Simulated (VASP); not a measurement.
# Fe (Im-3m) in VASP: further runs

Runs on Fe. Level: LDA. Tasks: single point.

Program: VASP 6.6.1. These are calculated values, not measurements. Logs are shortened: lines on timing, memory, paths and dates and some standing lists are left out, and cuts for length are marked.

## Step 1: The cell of the first run

Symmetry: Im-3m, No. 229, cubic system. The conventional cell has a = 2.749 Å, b = 2.749 Å, c = 2.749 Å, α = 90.00°, β = 90.00°, γ = 90.00°. Within 3.1 Å of Fe (site symmetry m-3m) lie 14 Fe at 2.38 to 2.75 Å.

## Step 2: Single point, LDA, collinear spin, ferromagnetic start

INCAR reads:

```
SYSTEM = Fe
ALGO = Normal
EDIFF = 1E-7
ENCUT = 520
ISIF = 2
ISMEAR = -1
ISPIN = 2
LASPH = .TRUE.
LCHARG = .TRUE.
LELF = .TRUE.
LMAXMIX = 4
LORBIT = 11
LREAL = .FALSE.
LVHAR = .TRUE.
LWAVE = .FALSE.
MAGMOM = 1.988
NBANDS = 14
NELM = 150
PREC = Accurate
SIGMA = 0.05
```

KPOINTS reads:

```
k-points
0
G
  16 16 16
  0 0 0
```

POSCAR reads:

```
Fe
1.0
   -1.3745984210      1.3745984210      1.3745984210
    1.3745984210     -1.3745984210      1.3745984210
    1.3745984210      1.3745984210     -1.3745984210
Fe
1
Direct
    0.0000000000      0.0000000000      0.0000000000
```

Potentials or basis: VASP PAW LDA potentials, release 64 (Fe).

On the command line:

```sh
$ cat potpaw_LDA.64/Fe/POTCAR > POTCAR
$ mpirun -np 1 vasp_std > vasp.out
```

OUTCAR:

```text
SYSTEM = Fe
   EDIFF = 1E-7
   ENCUT = 520
   ISIF = 2
   ISMEAR = -1
   ISPIN = 2
   LASPH = .TRUE.
   LORBIT = 11
   LREAL = .FALSE.
   NELM = 150
   PREC = Accurate

 ion  position               nearest neighbor table
   1  0.000  0.000  0.000-

  LATTYP: Found a body centered cubic cell.
 ALAT       =     2.7491968420

  Lattice vectors:

 A1 = (  -1.3745984210,   1.3745984210,   1.3745984210)
 A2 = (   1.3745984210,  -1.3745984210,   1.3745984210)
 A3 = (   1.3745984210,   1.3745984210,  -1.3745984210)

Analysis of symmetry for initial positions (statically):
=====================================================================
 Subroutine PRICEL returns:
 Original cell was already a primitive cell.

 Routine SETGRP: Setting up the symmetry group for a
 body centered cubic supercell.

 Subroutine GETGRP returns: Found 48 space group operations
 (whereof 48 operations were pure point group operations)
 out of a pool of 48 trial point group operations.

The static configuration has the point symmetry O_h .

Analysis of symmetry for dynamics (positions and initial velocities):
=====================================================================
 Subroutine PRICEL returns:
 Original cell was already a primitive cell.

 Routine SETGRP: Setting up the symmetry group for a
 body centered cubic supercell.

 Subroutine GETGRP returns: Found 48 space group operations
 (whereof 48 operations were pure point group operations)
 out of a pool of 48 trial point group operations.

The dynamic configuration has the point symmetry O_h .

Analysis of structural, dynamic, and magnetic symmetry:
=====================================================================
 Subroutine PRICEL returns:
 Original cell was already a primitive cell.

 Routine SETGRP: Setting up the symmetry group for a
 body centered cubic supercell.

 Subroutine GETGRP returns: Found 48 space group operations
 (whereof 48 operations were pure point group operations)
 out of a pool of 48 trial point group operations.

The overall configuration has the point symmetry O_h .

 Subroutine INISYM returns: Found 48 space group operations
 (whereof 48 operations are pure point group operations),
 and found     1 'primitive' translations

----------------------------------------------------------------------------------------

                                     Primitive cell

  volume of cell :      10.3893

  direct lattice vectors                    reciprocal lattice vectors
    -1.374598421  1.374598421  1.374598421     0.000000000  0.363742597  0.363742597
     1.374598421 -1.374598421  1.374598421     0.363742597  0.000000000  0.363742597
     1.374598421  1.374598421 -1.374598421     0.363742597  0.363742597  0.000000000

  length of vectors
     2.380874305  2.380874305  2.380874305     0.514409714  0.514409714  0.514409714

  position of ions in fractional coordinates (direct lattice)
     0.000000000  0.000000000  0.000000000

  ion indices of the primitive-cell ions
   primitive index   ion index
                 1           1

----------------------------------------------------------------------------------------

 KPOINTS: k-points

Automatic generation of k-mesh.
 Grid dimensions read from file:
 generate k-points for:   16   16   16

 Generating k-lattice:

  Cartesian coordinates                     Fractional coordinates (reciprocal lattice)
     0.000000000  0.022733912  0.022733912     0.062500000  0.000000000  0.000000000
     0.022733912  0.000000000  0.022733912     0.000000000  0.062500000  0.000000000
     0.022733912  0.022733912  0.000000000     0.000000000  0.000000000  0.062500000

  Length of vectors
     0.032150607  0.032150607  0.032150607

  Shift w.r.t. Gamma in fractional coordinates (k-lattice)
     0.000000000  0.000000000  0.000000000

 Subroutine IBZKPT returns following result:
 ===========================================

 Found    145 irreducible k-points:

 Following reciprocal coordinates:
            Coordinates               Weight
  0.000000  0.000000  0.000000      1.000000
  0.062500  0.000000  0.000000     12.000000
  0.125000  0.000000  0.000000     12.000000
  0.187500  0.000000  0.000000     12.000000
  0.250000  0.000000  0.000000     12.000000
  0.312500  0.000000  0.000000     12.000000
[... 16 lines left out ...]
  0.187500  0.187500  0.000000     24.000000
  0.250000  0.187500  0.000000     48.000000
 [... further k-points ...]
   k-points           NKPTS =    145   k-points in BZ     NKDIM =    145   number of bands    NBANDS=     14
   number of dos      NEDOS =    301   number of ions     NIONS =      1
   total plane-waves  NPLWV =   5832
   dimension x,y,z NGX =    18 NGY =   18 NGZ =   18
   dimension x,y,z NGXF=    36 NGYF=   36 NGZF=   36
   ions per type =               1
   NGX,Y,Z   is equivalent  to a cutoff of  12.57, 12.57, 12.57 a.u.
   NGXF,Y,Z  is equivalent  to a cutoff of  25.14, 25.14, 25.14 a.u.
 SYSTEM =  Fe
   PREC   = accura    normal or accurate (medium, high low for compatibility)
   ISTART =      0    job   : 0-new  1-cont  2-samecut
   ICHARG =      2    charge: 1-file 2-atom 10-const
   ISPIN  =      2    spin polarized calculation?
   LNONCOLLINEAR =      F non collinear calculations
   LSORBIT =      F    spin-orbit coupling
   LASPH  =      T    aspherical Exc in radial PAW
   ENCUT  =  520.0 eV  38.22 Ry    6.18 a.u.   4.43  4.43  4.43*2*pi/ulx,y,z
   NELM   =    150;   NELMIN=  2; NELMDL= -5     # of ELM steps
   EDIFF  = 0.1E-06   stopping-criterion for ELM
   LREAL  =      F    real-space projection
   EDIFFG = 0.1E-05   stopping-criterion for IOM
   NSW    =      0    number of steps for IOM
   IBRION =     -1    ionic relax: 0-MD 1-quasi-New 2-CG
   NFREE  =      0    steps in history (QN), initial steepest desc. (CG)
   ISIF   =      2    stress and relaxation
   ISYM   =      2    0-nonsym 1-usesym 2-fastsym
   POTIM  = 0.5000    time-step for ionic-motion
   TEBEG  =    0.0;   TEEND  =   0.0 temperature during run
   PSTRESS=    0.0 pullay stress
   NELECT =       8.0000    total number of electrons
   NUPDOWN=      -1.0000    fix difference up-down
   EMIN   =  10.00;   EMAX   =-10.00  energy-range for DOS
   EFERMI =   0.00;   METHOD = LEGACY
   ISMEAR =    -1;   SIGMA  =   0.05  broadening in eV -4-tet -1-fermi 0-gaus
   EFERMI_NEDOS =   21; number of points for ismear=-14 and -15
   IALGO  =     38    algorithm
   IMIX   =      4    mixing-type and parameters
     AMIX     =   0.40;   BMIX     =  1.00
     AMIX_MAG =   1.60;   BMIX_MAG =  1.00
  volume/ion in A,a.u.               =      10.39        70.11
  Fermi-wavevector in a.u.,A,eV,Ry     =   1.500522  2.835575 30.634413  2.251566
  Thomas-Fermi vector in A             =   2.612011
   LORBIT       =     11    0 simple, 1 ext, 2 COOP (PROOUT), +10 PAW based schemes
   GGA     = CA    functional components
   LHFCALC =     F    Hartree Fock is set to
   AEXX    =    0.0000 exact exchange contribution
   IVDW    =     0    specifies the selected vdW correction
   LEPSILON=     F    determine dielectric tensor
   LRPA    =     F    only Hartree local field effects (RPA)
 spin polarized calculation
  energy-cutoff  :      520.00
  volume of cell :       10.39
 maximum number of plane-waves:       321
 NGX is ok and might be reduce to    18
   NGX =  9   NGY =  9   NGZ =  9

 number of electron       7.9999992 magnetization       1.9400370

 Free energy of the ion-electron system (eV)
  ---------------------------------------------------
  ext. energy  EPLUGINS =         0.00000000
  ---------------------------------------------------
  free energy    TOTEN  =        -9.22887653 eV

  energy without entropy =       -9.22012600  energy(sigma->0) =       -9.22450126

 E-fermi :   6.7395     XC(G=0): -13.9290

 val. band max:        6.7316253883   @ k =  -0.4375   0.4375   0.4375
 cond. band min:       6.7449477992   @ k =  -0.4375   0.5000   0.3750
 fundamental gap:      0.0133224109
 Fermi energy:         6.7395287890

 spin component 1

 k-point     1 :       0.0000    0.0000    0.0000
  band No.  band energies     occupation
      1      -2.3818      1.00000
      2       4.2288      1.00000
      3       4.2288      1.00000
      4       4.2288      1.00000
      5       5.7767      1.00000
      6       5.7767      1.00000
      7      32.4097      0.00000
      8      32.4097      0.00000
      9      32.4097      0.00000
     10      38.1615      0.00000
     11      38.1615      0.00000
     12      40.8542      0.00000
     13      40.8542      0.00000
     14      40.8542      0.00000
[... 375 lines left out ...]
 k-point    24 :       0.2500    0.1875    0.0000
  band No.  band energies     occupation
      1       1.8308      1.00000
      2       3.1845      1.00000
      3       3.7555      1.00000
      4       5.5687      1.00000
      5       6.1460      0.99999
      6       8.0032      0.00000
      7      19.7152      0.00000
      8      21.8855      0.00000
      9      28.2006      0.00000
     10      33.7403      0.00000
     11      37.9821      0.00000
     12      42.3459      0.00000
     13      46.2518      0.00000
     14      48.8325      0.00000

 [... further k-points ...]

 spin component 2

 k-point     1 :       0.0000    0.0000    0.0000
  band No.  band energies     occupation
      1      -2.0061      1.00000
      2       5.7955      1.00000
      3       5.7955      1.00000
      4       5.7955      1.00000
      5       7.8661      0.00000
      6       7.8661      0.00000
      7      32.5880      0.00000
      8      32.5880      0.00000
      9      32.5880      0.00000
     10      38.6422      0.00000
     11      38.6422      0.00000
     12      41.6280      0.00000
     13      41.6280      0.00000
     14      41.6280      0.00000
[... 375 lines left out ...]
 k-point    24 :       0.2500    0.1875    0.0000
  band No.  band energies     occupation
      1       2.6394      1.00000
      2       4.5982      1.00000
      3       5.0224      1.00000
      4       7.4944      0.00000
      5       8.1970      0.00000
      6       9.5563      0.00000
      7      20.5873      0.00000
      8      22.5998      0.00000
      9      28.7898      0.00000
     10      34.1905      0.00000
     11      38.5024      0.00000
     12      42.9047      0.00000
     13      46.7763      0.00000
     14      49.5205      0.00000

 [... further k-points ...]
[... 5 lines left out ...]
  --------------------------------------------------------------------------------------
  -------------------------------------------------------------------------------------
  Total       -0.0601586     -0.0601586     -0.0601586     -0.0000000      0.0000000      0.0000000
  in kB       -9.2772874     -9.2772874     -9.2772874     -0.0000000      0.0000000      0.0000000
  external PRESSURE =      -9.2772874 kB  Pullay stress =       0.0000000 kB

 VOLUME and BASIS-vectors are now :
 -----------------------------------------------------------------------------
  energy-cutoff  :      520.00
  volume of cell :       10.39
      direct lattice vectors                 reciprocal lattice vectors
    -1.374598421  1.374598421  1.374598421     0.000000000  0.363742597  0.363742597
     1.374598421 -1.374598421  1.374598421     0.363742597  0.000000000  0.363742597
     1.374598421  1.374598421 -1.374598421     0.363742597  0.363742597  0.000000000

 POSITION                                       TOTAL-FORCE (eV/Angst)
 -----------------------------------------------------------------------------------
      0.00000      0.00000      0.00000        -0.000000      0.000000      0.000000
 -----------------------------------------------------------------------------------
    total drift:                                0.000000     -0.000000      0.000000

  FREE ENERGIE OF THE ION-ELECTRON SYSTEM (eV)
  ---------------------------------------------------
  free  energy   TOTEN  =        -9.2288765267 eV

  energy  without entropy=       -9.2201260015  energy(sigma->0) =       -9.22450126

 total charge

# of ion       s       p       d       tot
------------------------------------------
    1        0.528   0.617   6.334   7.479

 magnetization (x)

# of ion       s       p       d       tot
------------------------------------------
    1       -0.008  -0.030   1.945   1.907
```

Run time: 54 s. Hardware: 1 thread of AMD EPYC 7R43 (Zen 3), shared host; peak memory 0.11 GiB.

What came out:

```
Free energy                                           : -9.2289 eV
Pressure                                              : -0.9 GPa
Net moment                                            : 1.94 μB per cell
Site moments                                          : Fe +1.91 μB
Valence electrons inside the program's atomic spheres : Fe 7.48
```

[end of part 1 of 2]
